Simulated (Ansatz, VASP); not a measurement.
**TiAl in VASP and in Ansatz**

```
CELL_PARAMETERS angstrom
2.92461 0.00000 0.00000
-1.46230 2.48312 0.00000
0.00000 0.00000 4.67808
ATOMIC_POSITIONS crystal
Ti 0.00000 0.00000 0.00000
Al 0.33333 0.66667 0.50000
```

Change from the starting cell: strain +0.0200 x Voigt [1, 0, 0, 0, 0, 0], atoms carried along.

Alike in both runs: task single point; functional PBEsol; k mesh 18 × 18 × 10; occupations gaussian, width 0.15 eV; no spin polarisation.

```csv
,VASP,Ansatz
version,VASP 6.6.1,Ansatz 0.2.0
potentials or method,"VASP PAW PBE potentials, release 64 (Ti_sv, Al), cutoff 520 eV","scalar-relativistic, plane waves, PAW"
valence electrons in the cell,15,15
```

VASP gave:

- gap on the k mesh at the Fermi level (eV): none
- pressure (GPa): -4.6
- traceless stress, the component that is largest in VASP (GPa): 0.85
- rms of the force components (eV/Å): 0.033

Question: Which values does Ansatz return?

Answer: gap on the k mesh at the Fermi level (eV): none; pressure (GPa): -4.7; traceless stress, the component that is largest in VASP (GPa): 0.88; rms of the force components (eV/Å): 0.033.

VASP's potentials were made for PBE, not for PBEsol. Atom by atom the forces differ by 0.000 eV/Å (rms over components). A gap of «none» marks a metal or a gap that the smearing closes.
